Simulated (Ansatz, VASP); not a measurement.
# Two plane-wave programs on AgBr

The input POSCAR:

```
AgBr
1.0
    2.7522127179      2.7522127179      0.0000000000
   -2.7522127179      2.7522127179      0.0000000000
    0.0000000000      2.7522127179      2.7522127179
Ag Br
1 1
Direct
    0.0000000000      0.0000000000      0.0000000000
    0.5000000000      0.5000000000      0.0000000000
```

File INCAR.step1:

```
PREC = Accurate ; ENCUT = 550
ISMEAR = 0 ; SIGMA = 0.01
LREAL = F ; LASPH = T
NELM = 120 ; NBANDS = 16
GGA = PE ; ALGO = Normal
EDIFF = 1E-5 ; LWAVE = T
LCHARG = F ; GGA_COMPAT = F
```

File INCAR.step2:

```
PREC = Accurate ; ENCUT = 550
EDIFF = 1E-6 ; ISMEAR = 0
SIGMA = 0.01 ; LREAL = F
LASPH = T ; NELM = 120
ALGO = Normal ; ISIF = 2
LWAVE = F ; LCHARG = T
METAGGA = R2SCAN ; LMIXTAU = T
LELF = T ; LVHAR = T
NBANDS = 16 ; ISTART = 1
GGA_COMPAT = F
```

Contents of KPOINTS:

```
regular mesh
0
Gamma
  8 8 8
```

Input for Ansatz:

```yaml
crystal:
  lattice:
    - [2.75221271792, 2.75221271792, 0.0]
    - [-2.75221271792, 2.75221271792, 0.0]
    - [0.0, 2.75221271792, 2.75221271792]
  atoms:
    - { symbol: Ag, position: [0.0, 0.0, 0.0] }
    - { symbol: Br, position: [0.5, 0.5, 0.0] }
kpoints:
  mp_grid: { grid: [8, 8, 8] }
scf:
  occupations: { method: fixed }
  convergence: { dr2_threshold: 1.0e-10 }
hamiltonian:
  xc: r2scan
  pseudopotentials: { kind: paw }
output:
  forces: true
  stress: true
  eigenstates:
    kpoints:
      - [0.0, 0.0, 0.0]
      - [0.5, 0.0, 0.0]
      - [0.0, 0.5, 0.5]
      - [0.0, -0.5, 0.0]
      - [0.5, 0.0, 0.5]
      - [-0.5, -0.5, -0.5]
      - [-0.5, 0.5, 0.0]
      - [0.0, 0.0, -0.5]
  eigenvalues: true
```

Alike in both runs: task single point; functional r2SCAN; k mesh 8 × 8 × 8; no spin polarisation.

```csv
,VASP,Ansatz
version,VASP 6.6.1,Ansatz 0.2.0
potentials or method,"VASP PAW PBE potentials, release 64 (Ag, Br)","PAW with Ansatz's default frozen-core files, scalar-relativistic"
plane-wave cutoff (eV),550,500
occupations,"gaussian, width 0.01 eV",fixed
valence electrons in the cell,18,26
```

|  | VASP | Ansatz | Ansatz less VASP |
| --- | --- | --- | --- |
| gap on the k mesh at the Fermi level (eV) | 1.30 | 1.35 | +0.050 |
| pressure (GPa) | 10.0 | 10.0 | +0.01 |

VASP's potentials were made for PBE, not for r2SCAN. VASP's potentials hold 18 valence electrons a cell and Ansatz's 26, so a difference there can come from the potentials and not from the codes.
